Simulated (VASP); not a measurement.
# Si (P6_3/mmc) in VASP: further runs

Si is run at these levels: PBE; tasks: single point.

Everything below comes from runs of VASP 6.6.1. Logs are shortened: lines on timing, memory, paths and dates and some standing lists are left out, and cuts for length are marked.

## (1) The cell of the first run

The structure is hexagonal, space group P6_3/mmc (No. 194). Conventional cell: a = 4.034 Å, b = 4.034 Å, c = 5.800 Å, α = 90.00°, β = 90.00°, γ = 120.00°. Within 3.1 Å of Si (site symmetry 3m) lie 4 Si at 2.38 to 2.39 Å.

This isn't the form of Si at room conditions, which is diamond.

## (2) Single point, PBE

INCAR

```
SYSTEM = Si
  PREC = Accurate
  ENCUT = 520
  EDIFF = 1E-7
  ISMEAR = 0
  SIGMA = 0.05
  LREAL = .False.
  LASPH = .True.
  NELM = 100
  ALGO = Normal
  ISIF = 2
  LWAVE = .False.
  LCHARG = .False.
  GGA = PE
  NBANDS = 16
```

KPOINTS

```
regular mesh
0
Gamma
  12 12 6
  0 0 0
```

POSCAR

```
Si
1.0
    4.0341116679      0.0000000000      0.0000000000
   -2.0170558339      3.4936431861      0.0000000000
    0.0000000000      0.0000000000      5.8002457560
Si
4
Direct
    0.3333333333      0.6666666667      0.0440780254
    0.6666666667      0.3333333333      0.5440780254
    0.3333333333      0.6666666667      0.4559219746
    0.6666666667      0.3333333333      0.9559219746
```

Potentials or basis: VASP PAW PBE potentials, release 64 (Si).

Started as:

```
> cat potpaw_PBE.64/Si/POTCAR > POTCAR
> mpirun -np 1 vasp_std > vasp.out
```

OUTCAR:

```text
SYSTEM = Si
   PREC = Accurate
   ENCUT = 520
   EDIFF = 1E-7
   ISMEAR = 0
   LREAL = .False.
   LASPH = .True.
   NELM = 100
   ISIF = 2
   GGA = PE

 ion  position               nearest neighbor table
   1  0.333  0.667  0.044-   4 2.38   4 2.38   4 2.38   3 2.39
   2  0.667  0.333  0.544-   3 2.38   3 2.38   3 2.38   4 2.39
   3  0.333  0.667  0.456-   2 2.38   2 2.38   2 2.38   1 2.39
   4  0.667  0.333  0.956-   1 2.38   1 2.38   1 2.38   2 2.39

  LATTYP: Found a hexagonal cell.
 ALAT       =     4.0341116679
 C/A-ratio  =     1.4378000000

  Lattice vectors:

 A1 = (   4.0341116679,   0.0000000000,   0.0000000000)
 A2 = (  -2.0170558339,   3.4936431861,   0.0000000000)
 A3 = (   0.0000000000,   0.0000000000,   5.8002457560)

Analysis of symmetry for initial positions (statically):
=====================================================================
 Subroutine PRICEL returns:
 Original cell was already a primitive cell.

 Routine SETGRP: Setting up the symmetry group for a
 hexagonal supercell.

 Subroutine GETGRP returns: Found 24 space group operations
 (whereof 12 operations were pure point group operations)
 out of a pool of 24 trial point group operations.

The static configuration has the point symmetry D_3d.
 The point group associated with its full space group is D_6h.

Analysis of symmetry for dynamics (positions and initial velocities):
=====================================================================
 Subroutine PRICEL returns:
 Original cell was already a primitive cell.

 Routine SETGRP: Setting up the symmetry group for a
 hexagonal supercell.

 Subroutine GETGRP returns: Found 24 space group operations
 (whereof 12 operations were pure point group operations)
 out of a pool of 24 trial point group operations.

The dynamic configuration has the point symmetry D_3d.
 The point group associated with its full space group is D_6h.

 Subroutine INISYM returns: Found 24 space group operations
 (whereof 12 operations are pure point group operations),
 and found     1 'primitive' translations

----------------------------------------------------------------------------------------

                                     Primitive cell

  volume of cell :      81.7472

  direct lattice vectors                    reciprocal lattice vectors
     4.034111668  0.000000000  0.000000000     0.247886048  0.143117077  0.000000000
    -2.017055834  3.493643186  0.000000000     0.000000000  0.286234153  0.000000000
     0.000000000  0.000000000  5.800245756     0.000000000  0.000000000  0.172406488

  length of vectors
     4.034111668  4.034111668  5.800245756     0.286234153  0.286234153  0.172406488

  position of ions in fractional coordinates (direct lattice)
     0.333333333  0.666666667  0.044078025
     0.666666667  0.333333333  0.544078025
     0.333333333  0.666666667  0.455921975
     0.666666667  0.333333333  0.955921975

  ion indices of the primitive-cell ions
   primitive index   ion index
                 1           1
                 2           2
                 3           3
                 4           4

----------------------------------------------------------------------------------------

 KPOINTS: regular mesh

Automatic generation of k-mesh.
 Grid dimensions read from file:
 generate k-points for:   12   12    6

 Generating k-lattice:

  Cartesian coordinates                     Fractional coordinates (reciprocal lattice)
     0.020657171  0.011926423  0.000000000     0.083333333  0.000000000  0.000000000
     0.000000000  0.023852846  0.000000000     0.000000000  0.083333333  0.000000000
     0.000000000  0.000000000  0.028734415     0.000000000  0.000000000  0.166666667

  Length of vectors
     0.023852846  0.023852846  0.028734415

  Shift w.r.t. Gamma in fractional coordinates (k-lattice)
     0.000000000  0.000000000  0.000000000

 Subroutine IBZKPT returns following result:
 ===========================================

 Found     76 irreducible k-points:

 Following reciprocal coordinates:
            Coordinates               Weight
  0.000000  0.000000  0.000000      1.000000
  0.083333 -0.000000  0.000000      6.000000
  0.166667 -0.000000  0.000000      6.000000
  0.250000  0.000000  0.000000      6.000000
  0.333333 -0.000000  0.000000      6.000000
  0.416667 -0.000000  0.000000      6.000000
[... 16 lines left out ...]
  0.250000  0.000000  0.166667     12.000000
  0.333333 -0.000000  0.166667     12.000000
 [... further k-points ...]
   k-points           NKPTS =     76   k-points in BZ     NKDIM =     76   number of bands    NBANDS=     16
   number of dos      NEDOS =    301   number of ions     NIONS =      4
   total plane-waves  NPLWV =  43200
   dimension x,y,z NGX =    30 NGY =   30 NGZ =   48
   dimension x,y,z NGXF=    60 NGYF=   60 NGZF=   96
   ions per type =               4
   NGX,Y,Z   is equivalent  to a cutoff of  12.36, 12.36, 13.76 a.u.
   NGXF,Y,Z  is equivalent  to a cutoff of  24.73, 24.73, 27.52 a.u.
 SYSTEM =  Si
   PREC   = accura    normal or accurate (medium, high low for compatibility)
   ISTART =      0    job   : 0-new  1-cont  2-samecut
   ICHARG =      2    charge: 1-file 2-atom 10-const
   ISPIN  =      1    spin polarized calculation?
   LNONCOLLINEAR =      F non collinear calculations
   LSORBIT =      F    spin-orbit coupling
   LASPH  =      T    aspherical Exc in radial PAW
   ENCUT  =  520.0 eV  38.22 Ry    6.18 a.u.   7.50  7.50 10.78*2*pi/ulx,y,z
   NELM   =    100;   NELMIN=  2; NELMDL= -5     # of ELM steps
   EDIFF  = 0.1E-06   stopping-criterion for ELM
   LREAL  =      F    real-space projection
   EDIFFG = 0.1E-05   stopping-criterion for IOM
   NSW    =      0    number of steps for IOM
   IBRION =     -1    ionic relax: 0-MD 1-quasi-New 2-CG
   NFREE  =      0    steps in history (QN), initial steepest desc. (CG)
   ISIF   =      2    stress and relaxation
   ISYM   =      2    0-nonsym 1-usesym 2-fastsym
   POTIM  = 0.5000    time-step for ionic-motion
   TEBEG  =    0.0;   TEEND  =   0.0 temperature during run
   PSTRESS=    0.0 pullay stress
   NELECT =      16.0000    total number of electrons
   NUPDOWN=      -1.0000    fix difference up-down
   EMIN   =  10.00;   EMAX   =-10.00  energy-range for DOS
   EFERMI =   0.00;   METHOD = LEGACY
   ISMEAR =     0;   SIGMA  =   0.05  broadening in eV -4-tet -1-fermi 0-gaus
   EFERMI_NEDOS =   21; number of points for ismear=-14 and -15
   IALGO  =     38    algorithm
   IMIX   =      4    mixing-type and parameters
     AMIX     =   0.40;   BMIX     =  1.00
     AMIX_MAG =   1.60;   BMIX_MAG =  1.00
  volume/ion in A,a.u.               =      20.44       137.91
  Fermi-wavevector in a.u.,A,eV,Ry     =   0.950511  1.796206 12.292475  0.903471
  Thomas-Fermi vector in A             =   2.078895
   LORBIT       =      0    0 simple, 1 ext, 2 COOP (PROOUT), +10 PAW based schemes
   GGA     = PE    functional components
   LHFCALC =     F    Hartree Fock is set to
   AEXX    =    0.0000 exact exchange contribution
   IVDW    =     0    specifies the selected vdW correction
   LEPSILON=     F    determine dielectric tensor
   LRPA    =     F    only Hartree local field effects (RPA)
 non-spin polarized calculation
 Gauss-broadening in eV      SIGMA  =   0.05
  energy-cutoff  :      520.00
  volume of cell :       81.75
 maximum number of plane-waves:      2228
 NGX is ok and might be reduce to    30

 number of electron      16.0000000 magnetization

 Free energy of the ion-electron system (eV)
  ---------------------------------------------------
  ext. energy  EPLUGINS =         0.00000000
  ---------------------------------------------------
  free energy    TOTEN  =       -21.02877090 eV

  energy without entropy =      -21.02785586  energy(sigma->0) =      -21.02831338

 E-fermi :   5.7110     XC(G=0):  -9.3364

 val. band max:        5.7100514870   @ k =   0.0833  -0.0000   0.1667
 cond. band min:       5.7676618152   @ k =   0.3333  -0.0000   0.0000
 fundamental gap:      0.0576103282
 Fermi energy:         5.7110048415

 k-point     1 :       0.0000    0.0000    0.0000
  band No.  band energies     occupation
      1      -6.2192      2.00000
      2      -3.2824      2.00000
      3      -0.6531      2.00000
      4       3.5466      2.00000
      5       3.5466      2.00000
      6       4.9202      2.00000
[... 8 lines left out ...]
     15      10.3142      0.00000
     16      11.3897      0.00000

 k-point     2 :       0.0833   -0.0000    0.0000
  band No.  band energies     occupation
      1      -6.1473      2.00000
      2      -3.2096      2.00000
      3      -0.6304      2.00000
      4       2.7916      2.00000
      5       3.4126      2.00000
      6       4.9898      2.00000
[... 8 lines left out ...]
     15      10.4086      0.00000
     16      11.1141      0.00000

 k-point     3 :       0.1667   -0.0000    0.0000
  band No.  band energies     occupation
      1      -5.9336      2.00000
      2      -2.9931      2.00000
      3      -0.6178      2.00000
      4       1.7492      2.00000
      5       3.1052      2.00000
      6       3.8972      2.00000
[... 8 lines left out ...]
     15      10.8484      0.00000
     16      10.9789      0.00000

 k-point     4 :       0.2500    0.0000    0.0000
  band No.  band energies     occupation
      1      -5.5853      2.00000
      2      -2.6394      2.00000
      3      -0.8549      2.00000
      4       1.0899      2.00000
      5       2.7391      2.00000
      6       2.7707      2.00000
[... 8 lines left out ...]
     15      11.0035      0.00000
     16      11.8780      0.00000
[... 324 lines left out ...]
 k-point    22 :       0.1667   -0.0000    0.1667
  band No.  band energies     occupation
      1      -5.8236      2.00000
      2      -3.4579      2.00000
      3      -0.0382      2.00000
      4       1.9339      2.00000
      5       3.1971      2.00000
      6       3.4669      2.00000
[... 8 lines left out ...]
     15      10.5709      0.00000
     16      11.3802      0.00000

 k-point    23 :       0.2500    0.0000    0.1667
  band No.  band energies     occupation
      1      -5.4760      2.00000
      2      -3.1189      2.00000
      3      -0.4437      2.00000
      4       1.4560      2.00000
      5       2.3130      2.00000
      6       2.8637      2.00000
[... 8 lines left out ...]
     15      11.5495      0.00000
     16      11.6546      0.00000

 k-point    24 :       0.3333   -0.0000    0.1667
  band No.  band energies     occupation
      1      -5.0135      2.00000
      2      -2.6905      2.00000
      3      -1.2176      2.00000
      4       1.2319      2.00000
      5       1.5733      2.00000
      6       2.5893      2.00000
[... 8 lines left out ...]
     15      11.8542      0.00000
     16      12.8803      0.00000

 [... further k-points ...]
[... 5 lines left out ...]
  --------------------------------------------------------------------------------------
  -------------------------------------------------------------------------------------
  Total       -2.8961141     -2.8961141      4.7408161     -0.0000000      0.0000000      0.0000000
  in kB      -56.7614393    -56.7614393     92.9160693     -0.0000000      0.0000000      0.0000000
  external PRESSURE =      -6.8689364 kB  Pullay stress =       0.0000000 kB

 VOLUME and BASIS-vectors are now :
 -----------------------------------------------------------------------------
  energy-cutoff  :      520.00
  volume of cell :       81.75
      direct lattice vectors                 reciprocal lattice vectors
     4.034111668  0.000000000  0.000000000     0.247886048  0.143117077  0.000000000
    -2.017055834  3.493643186  0.000000000     0.000000000  0.286234153  0.000000000
     0.000000000  0.000000000  5.800245756     0.000000000  0.000000000  0.172406488

 POSITION                                       TOTAL-FORCE (eV/Angst)
 -----------------------------------------------------------------------------------
     -0.00000      2.32910      0.25566         0.000000      0.000000      0.820049
      2.01706      1.16455      3.15579        -0.000000      0.000000      0.820049
     -0.00000      2.32910      2.64446         0.000000     -0.000000     -0.820049
      2.01706      1.16455      5.54458        -0.000000      0.000000     -0.820049
 -----------------------------------------------------------------------------------
    total drift:                               -0.000000      0.000000     -0.000000

  FREE ENERGIE OF THE ION-ELECTRON SYSTEM (eV)
  ---------------------------------------------------
  free  energy   TOTEN  =       -21.0287708984 eV

  energy  without entropy=      -21.0278558585  energy(sigma->0) =      -21.02831338
```

Wall time 2.1 min (1 thread of Intel Xeon 8259CL, shared host); peak memory 0.23 GiB.

Results:

```yaml
Free_energy: -21.0288 eV
Pressure: -0.7 GPa
Largest_force: 0.820 eV/Å
Band_gap_on_the_k_mesh: zero (bands 8 and 9 overlap by 0.47 eV)
```

Forces in eV/Å, atoms in the order of the input:
```
Si   0.000  0.000  0.820
Si   0.000  0.000  0.820
Si   0.000  0.000 -0.820
Si   0.000  0.000 -0.820
```

Caveat: semilocal functionals underestimate gaps, so a narrow gap can read as zero.

## (3) Single point, PBE

This run uses another cell than the first one, of the same volume but with other edges.

INCAR

```
SYSTEM = Si
PREC     = Accurate       ! precision mode
ENCUT    = 520            ! plane-wave cutoff, eV
EDIFF    = 1E-7           ! SCF threshold, eV
ISMEAR   = 0              ! smearing method
SIGMA    = 0.05           ! smearing width, eV
LREAL    = .False.        ! projectors in reciprocal space
LASPH    = .True.         ! aspherical terms in the spheres
NELM     = 100            ! most SCF steps
ALGO     = Normal         ! electronic algorithm
ISIF     = 2              ! what is computed and relaxed
LWAVE    = .False.        ! write WAVECAR
LCHARG   = .False.        ! write CHGCAR
GGA      = PE             ! functional
NBANDS   = 16             ! bands
```

KPOINTS is that of step 2.

POSCAR

```
Si
1.0
    3.7558710575      0.0000000000      0.0000000000
   -1.8779355288      3.2526797491      0.0000000000
    0.0000000000      0.0000000000      6.6914598761
Si
4
Direct
    0.3333333333      0.6666666667      0.0629320729
    0.6666666667      0.3333333333      0.5629320729
    0.3333333333      0.6666666667      0.4370679271
    0.6666666667      0.3333333333      0.9370679271
```

Potentials or basis: VASP PAW PBE potentials, release 64 (Si).

Started as:

```
> cat potpaw_PBE.64/Si/POTCAR > POTCAR
> mpirun -np 1 vasp_std > vasp.out
```

Wall time 2.2 min (1 thread of Intel Xeon 8259CL, shared host); peak memory 0.22 GiB.

It converged, with:

```
Free energy            : -21.4627 eV
Pressure               : 0.6 GPa
Largest force          : 0.578 eV/Å
Band gap on the k mesh : 0.53 eV (least direct gap 1.02 eV)
```

Forces in eV/Å, atoms in the order of the input:
```
Si   0.000  0.000  0.578
Si   0.000  0.000  0.578
Si   0.000  0.000 -0.578
Si   0.000  0.000 -0.578
```

Stress tensor (GPa, compression positive):
```
 5.44  0.00  0.00
 0.00  5.44  0.00
 0.00  0.00 -9.13
```

Levels at points of the mesh, in eV from the valence-band top:
```
           k point  band 6  band 7  band 8  band 9  band 10  band 11
(0.00, 0.00, 0.00)   -0.53    0.00    0.00    1.02     1.78     2.41
(0.50, 0.00, 0.00)   -2.82   -2.77   -1.55    0.73     2.21     2.79
(0.00, 0.00, 0.50)   -0.66   -0.66   -0.66    2.34     2.34     3.19
(0.50, 0.00, 0.50)   -2.62   -2.26   -2.26    0.75     0.75     1.56
```

## (4) Single point, PBE

This run uses another cell than the first one, of the same volume but with other edges.

INCAR

```
  ALGO = Normal
  EDIFF = 1E-7
  ENCUT = 520
  GGA = PE
  ISIF = 2
  ISMEAR = 0
  LASPH = T
  LCHARG = F
  LREAL = F
  LWAVE = F
  NBANDS = 16
  NELM = 100
  PREC = Accurate
  SIGMA = 0.05
```

KPOINTS

```
k-points
0
Gamma
  12 12 6
```

POSCAR

```
Si
1.0
    3.7261315656      0.0000000000      0.0000000000
   -1.8630657828      3.2269245936      0.0000000000
    0.0000000000      0.0000000000      6.7986996546
Si
4
Direct
    0.3333333333      0.6666666667      0.0676455848
    0.6666666667      0.3333333333      0.5676455848
    0.3333333333      0.6666666667      0.4323544152
    0.6666666667      0.3333333333      0.9323544152
```

Started as:

```
> cat potpaw_PBE.64/Si/POTCAR > POTCAR
> mpirun -np 1 vasp_std > vasp.out
```

Run time: 2.4 min. Hardware: 1 thread of Intel Xeon 8259CL, shared host; peak memory 0.23 GiB.

It converged, with:

| Item | Value |
| --- | --- |
| Free energy | -21.3755 eV |
| Pressure | 0.0 GPa |
| Largest force | 0.024 eV/Å |
| Band gap on the k mesh | 0.15 eV (least direct gap 0.52 eV) |

Forces on the atoms (eV/Å):
```
Si   0.000  0.000  0.024
Si   0.000  0.000  0.024
Si   0.000  0.000 -0.024
Si   0.000  0.000 -0.024
```

Stress tensor (GPa, compression positive):
```
  5.57   0.00   0.00
  0.00   5.57   0.00
  0.00   0.00 -11.03
```

Levels at points of the mesh, in eV from the valence-band top:
```
           k point  band 5  band 6  band 7  band 8  band 9  band 10  band 11  band 12
(0.00, 0.00, 0.00)   -1.13   -1.13    0.00    0.00    0.52     1.88     2.28     2.28
(0.50, 0.00, 0.00)   -4.81   -3.21   -2.82   -1.61    0.67     2.03     2.21     2.94
(0.00, 0.00, 0.50)   -0.67   -0.67   -0.67   -0.67    2.38     2.38     3.10     3.10
(0.50, 0.00, 0.50)   -3.04   -3.04   -2.32   -2.32    0.37     0.37     1.48     1.48
```

 A k mesh can miss the band edges.

## (5) Summary

| cell | gap on the mesh (eV) | pressure (GPa) | largest force (eV/Å) |
| --- | --- | --- | --- |
| a = 4.034, b = 4.034, c = 5.800 Å, angles 90.0, 90.0, 120.0°, 4 atoms, atomic positions A | none | -0.7 | 0.82 |
| a = 3.756, b = 3.756, c = 6.691 Å, angles 90.0, 90.0, 120.0°, 4 atoms, atomic positions B | 0.53 | 0.6 | 0.58 |
| a = 3.726, b = 3.726, c = 6.799 Å, angles 90.0, 90.0, 120.0°, 4 atoms, atomic positions C | 0.15 | 0.0 | 0.02 |

Alike in all rows: task single point; level PBE; potentials or basis VASP PAW PBE potentials, release 64 (Si); no spin polarisation; k mesh 12 × 12 × 6; cutoff (eV) 520; smearing gaussian 0.05 eV.

Caveats: semilocal functionals underestimate gaps, so a narrow gap can read as zero (at least some runs).

Total energies depend on the potentials used, so only differences within one code and one set of settings carry meaning.
